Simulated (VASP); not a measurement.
Crystal: Nb.

```
Nb
1.0
    -2.58025    2.58025    1.40758
     2.58025   -2.58025    1.40758
     2.58025    2.58025   -1.40758
Nb
2
Cartesian
  0.0000 0.0000 0.0000
  0.0000 2.5803 0.7038
```

| Property | Result |
| --- | --- |
| Program | VASP 6.6.1 |
| Task | relaxation of cell and atoms |
| Functional | PBEsol |
| Potentials or basis | VASP PAW PBE potentials, release 64 (Nb_sv) |
| Cutoff | 500 eV |
| k mesh | 22 × 22 × 22 |
| Occupations | gaussian, width 0.1 eV |
| Spin | no spin polarisation |

At the start: pressure -2.5 GPa; volume 18.74 Å³/atom.

Where does the relaxation end?

Over 6 steps the energy falls by 2.6 meV/atom and the volume is 18.43 Å³/atom (-1.7 %); space group I4_1/amd (No. 141, to 0.1 Å) before and after.

The path:
```tsv
step	energy change (eV)	largest force (eV/Å)	pressure (GPa)	volume (Å³)
1	0.0000	0.0000	-2.47	37.48
2	0.0071	0.0000	4.27	35.94
3	-0.0049	0.0000	0.02	36.88
4	-0.0049	0.0000	0.08	36.86
5	-0.0052	0.0000	0.05	36.86
6	-0.0052	0.0000	0.04	36.86
```

Final structure:
```
Nb
1.0
    -2.55948    2.55948    1.40668
     2.55948   -2.55948    1.40668
     2.55948    2.55948   -1.40668
Nb
2
Cartesian
  -2.5595 2.5595 1.4067
  0.0000 2.5595 0.7033
```

Caveat: the PAW data sets were made with another functional, which shifts forces and pressure a little.
